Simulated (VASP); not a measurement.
Here is a VASP 6.6.1 calculation.

File POSCAR:

```
BiB
1.0
    3.3250495375      0.0000000000      0.0000000000
    0.0000000000      3.3250495375      0.0000000000
    0.0000000000      0.0000000000      3.3250495375
B Bi
1 1
Direct
    0.0000000000      0.0000000000      0.0000000000
    0.5000000000      0.5000000000      0.5000000000
```

Contents of INCAR.step1:

```
ALGO = Normal
EDIFF = 1E-4
ENCUT = 600
GGA = PE
ISMEAR = -1
LASPH = T
LCHARG = F
LREAL = F
LWAVE = T
NELM = 100
PREC = Accurate
SIGMA = 0.03
```

The input INCAR.step2:

```
ALGO = Normal
BPARAM = 11.95
CPARAM = 0.0093
EDIFF = 1E-6
EDIFFG = -0.01
ENCUT = 600
IBRION = 2
ISIF = 3
ISMEAR = -1
ISTART = 1
IVDW_NL = 2
LASPH = T
LCHARG = F
LMIXTAU = T
LREAL = F
LUSE_VDW = T
LWAVE = F
METAGGA = R2SCAN
NELM = 100
NSW = 100
PREC = Accurate
SIGMA = 0.03
```

The input KPOINTS:

```
k-points
0
Gamma
  8 8 8
```

Potentials or basis: VASP PAW PBE potentials, release 64 (B, Bi_d).

Launch:

```sh
$ cat potpaw_PBE.64/B/POTCAR potpaw_PBE.64/Bi_d/POTCAR > POTCAR
$ cp INCAR.step1 INCAR
$ mpirun -np 1 vasp_std > vasp.out
$ cp INCAR.step2 INCAR
$ mpirun -np 1 vasp_std > vasp.out
```

Task: Predict the relaxed volume.

Result: 18.96 Å³/atom.

Task: Estimate the space group after relaxing (to 0.1 Å).

Result: Pm-3m (No. 221).

Task: What does it give for the relaxed cell?

Result: a = 3.359 Å, b = 3.359 Å, c = 3.359 Å, α = 90.00°, β = 90.00°, γ = 90.00°.

The path:
| step | energy change (eV) | largest force (eV/Å) | pressure (GPa) | volume (Å³) |
| --- | --- | --- | --- | --- |
| 1 | 0.0000 | 0.0000 | 2.51 | 36.76 |
| 2 | -0.0078 | 0.0000 | -0.76 | 38.32 |
| 3 | -0.0087 | 0.0000 | 0.02 | 37.91 |

Caveat: the highest band is partly filled, so the run has too few bands; the PAW data sets were made with another functional, which shifts forces and pressure a little.
